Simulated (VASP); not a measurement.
# Ti (P6/mmm) in VASP: further runs, part 2 of 2

VASP 6.6.1. The steps go on from the part before.

### 4 Single point, PBEsol

This run uses another cell than the first one, of 15.30 Å³/atom.

Contents of INCAR:

```
SYSTEM = Ti
ALGO = Normal
EDIFF = 1E-7
ENCUT = 520
GGA = PS
ISIF = 2
ISMEAR = -1
LASPH = .TRUE.
LCHARG = .FALSE.
LREAL = .FALSE.
LWAVE = .FALSE.
NBANDS = 25
NELM = 80
PREC = Accurate
SIGMA = 0.05
```

Contents of KPOINTS:

```
k-points
0
G
  7 7 9
  0 0 0
```

Contents of POSCAR:

```
Ti
1.0
    4.4020688478      0.0000000000      0.0000000000
   -2.2010344239      3.8123034514      0.0000000000
    0.0000000000      0.0000000000      2.7358847822
Ti
3
Direct
    0.6666666667      0.3333333333      0.5000000000
    0.3333333333      0.6666666667      0.5000000000
    0.0000000000      0.0000000000      0.0000000000
```

Potentials or basis: VASP PAW PBE potentials, release 64 (Ti_sv).

Command:

```console
cat potpaw_PBE.64/Ti_sv/POTCAR > POTCAR
mpirun -np 1 vasp_std > vasp.out
```

OUTCAR:

```text
SYSTEM = Ti
   EDIFF = 1E-7
   ENCUT = 520
   GGA = PS
   ISIF = 2
   ISMEAR = -1
   LASPH = .TRUE.
   LREAL = .FALSE.
   NELM = 80
   PREC = Accurate

 ion  position               nearest neighbor table
   1  0.667  0.333  0.500-   2 2.54   2 2.54   2 2.54   3 2.89   3 2.89   3 2.89   3 2.89   3 2.89
                             3 2.89
   2  0.333  0.667  0.500-   1 2.54   1 2.54   1 2.54   3 2.89   3 2.89   3 2.89   3 2.89   3 2.89
                             3 2.89
   3  0.000  0.000  0.000-   1 2.89   2 2.89   1 2.89   2 2.89   2 2.89   2 2.89   1 2.89   1 2.89
                             1 2.89   1 2.89   2 2.89   2 2.89

  LATTYP: Found a hexagonal cell.
 ALAT       =     4.4020688478
 C/A-ratio  =     0.6214997713

  Lattice vectors:

 A1 = (   4.4020688478,   0.0000000000,   0.0000000000)
 A2 = (  -2.2010344239,   3.8123034514,   0.0000000000)
 A3 = (   0.0000000000,   0.0000000000,   2.7358847822)

Analysis of symmetry for initial positions (statically):
=====================================================================
 Subroutine PRICEL returns:
 Original cell was already a primitive cell.

 Routine SETGRP: Setting up the symmetry group for a
[... 169 lines left out ...]

 E-fermi :   9.4964     XC(G=0): -12.2538

 val. band max:        9.4874866769   @ k =   0.4286   0.1429   0.3333
 cond. band min:       9.5011440681   @ k =   0.4286   0.1429   0.2222
 fundamental gap:      0.0136573911
 Fermi energy:         9.4963736725

 k-point     1 :       0.0000    0.0000    0.0000
  band No.  band energies     occupation
      1     -46.9559      2.00000
      2     -46.6961      2.00000
      3     -46.4635      2.00000
      4     -23.4117      2.00000
      5     -23.4117      2.00000
      6     -23.3932      2.00000
[... 661 lines left out ...]
     24      12.4138      0.00000
     25      12.4650      0.00000

 [... further k-points ...]

------------------------ aborting loop because EDIFF is reached ----------------------------------------

  FORCE on cell =-STRESS in cart. coord.  units (eV):
  Direction    XX          YY          ZZ          XY          YZ          ZX
  --------------------------------------------------------------------------------------
  -------------------------------------------------------------------------------------
  Total        2.7610341      2.7610341      2.7538674      0.0000000      0.0000000     -0.0000000
  in kB       96.3474557     96.3474557     96.0973718      0.0000000      0.0000000     -0.0000000
  external PRESSURE =      96.2640944 kB  Pullay stress =       0.0000000 kB

 VOLUME and BASIS-vectors are now :
 -----------------------------------------------------------------------------
  energy-cutoff  :      520.00
  volume of cell :       45.91
      direct lattice vectors                 reciprocal lattice vectors
     4.402068848  0.000000000  0.000000000     0.227165916  0.131154302  0.000000000
    -2.201034424  3.812303451  0.000000000     0.000000000  0.262308605  0.000000000
     0.000000000  0.000000000  2.735884782     0.000000000  0.000000000  0.365512468

 POSITION                                       TOTAL-FORCE (eV/Angst)
 -----------------------------------------------------------------------------------
      2.20103      1.27077      1.36794        -0.000000      0.000000      0.000000
     -0.00000      2.54154      1.36794         0.000000      0.000000     -0.000000
      0.00000      0.00000      0.00000         0.000000      0.000000      0.000000
 -----------------------------------------------------------------------------------
    total drift:                                0.000000      0.000000     -0.000000

  FREE ENERGIE OF THE ION-ELECTRON SYSTEM (eV)
  ---------------------------------------------------
  free  energy   TOTEN  =       -24.9736096454 eV

  energy  without entropy=      -24.9508297475  energy(sigma->0) =      -24.96221970
```

OSZICAR:

```text
N       E                     dE             d eps       ncg     rms          rms(c)
DAV:   1     0.428609992065E+03    0.42861E+03   -0.18459E+04  2000   0.183E+03
DAV:   2     0.203335882543E+02   -0.40828E+03   -0.40148E+03  2018   0.521E+02
DAV:   3    -0.245933693739E+02   -0.44927E+02   -0.43630E+02  3676   0.148E+02
DAV:   4    -0.278287877052E+02   -0.32354E+01   -0.32179E+01  2728   0.375E+01
DAV:   5    -0.279619775723E+02   -0.13319E+00   -0.13309E+00  3139   0.643E+00    0.176E+01
DAV:   6    -0.249674854214E+02    0.29945E+01   -0.10149E+01  2603   0.319E+01    0.485E+00
DAV:   7    -0.249717395966E+02   -0.42542E-02   -0.17565E+00  2867   0.110E+01    0.308E+00
DAV:   8    -0.249501583257E+02    0.21581E-01   -0.63201E-01  3061   0.871E+00    0.248E+00
DAV:   9    -0.249892709753E+02   -0.39113E-01   -0.44942E-01  2762   0.735E+00    0.102E+00
DAV:  10    -0.249728228274E+02    0.16448E-01   -0.91887E-02  2676   0.362E+00    0.998E-02
DAV:  11    -0.249734783257E+02   -0.65550E-03   -0.80163E-03  2722   0.793E-01    0.155E-01
DAV:  12    -0.249736320758E+02   -0.15375E-03   -0.78045E-04  2691   0.234E-01    0.511E-02
DAV:  13    -0.249736097676E+02    0.22308E-04   -0.15470E-04  2910   0.115E-01    0.140E-02
DAV:  14    -0.249736097165E+02    0.51097E-07   -0.14392E-05  2557   0.466E-02    0.435E-03
DAV:  15    -0.249736096454E+02    0.71086E-07   -0.87941E-07  2549   0.940E-03
   1 F= -.24973610E+02 E0= -.24962220E+02  d E =-.227799E-01
```

stdout:

```text
POSCAR found type information on POSCAR Ti
 POSCAR found :  1 types and       3 ions
 scaLAPACK will be used
 -----------------------------------------------------------------------------
|                                                                             |
|                                                                             |
|     You enforced a specific xc type in the INCAR file but a different       |
|     I HOPE YOU KNOW WHAT YOU ARE DOING!                                     |
|                                                                             |
 -----------------------------------------------------------------------------

 LDA part: xc-table for (Slater+PW92), standard interpolation
 POSCAR, INCAR and KPOINTS ok, starting setup
 FFT: planning ... GRIDC
 FFT: planning ... GRID_SOFT
 FFT: planning ... GRID
 WAVECAR not read
 entering main loop
```

It took 24 s on 1 thread of Intel Xeon 6975P-C (Granite Rapids), shared host; peak memory 0.18 GiB.

Results:

| Property | Result |
| --- | --- |
| Free energy | -24.9736 eV |
| Pressure | 9.6 GPa |
| Band gap on the k mesh | zero (bands 18 and 19 overlap by 0.37 eV) |

Caveat: the cell stands under pressure; the PAW data sets were made with another functional, which shifts forces and pressure a little.

### 5 The runs side by side

```tsv
cell	gap on the mesh (eV)	pressure (GPa)
a = 4.238, b = 4.238, c = 2.647 Å, angles 90.0, 90.0, 120.0°, 3 atoms	none	29.4
a = 4.313, b = 4.313, c = 2.687 Å, angles 90.0, 90.0, 120.0°, 3 atoms	none	19.5
a = 4.402, b = 4.402, c = 2.736 Å, angles 90.0, 90.0, 120.0°, 3 atoms	none	9.6
```

Alike in all rows: task single point; level PBEsol; potentials or basis VASP PAW PBE potentials, release 64 (Ti_sv); no spin polarisation; k mesh 7 × 7 × 9; cutoff (eV) 520; smearing fermi-dirac 0.05 eV.

Caveats: the cell stands under pressure; the PAW data sets were made with another functional, which shifts forces and pressure a little.

Total energies depend on the potentials used, so only differences within one code and one set of settings carry meaning.

The gap in the log of VASP goes by the Fermi energy; the results here count the filled bands.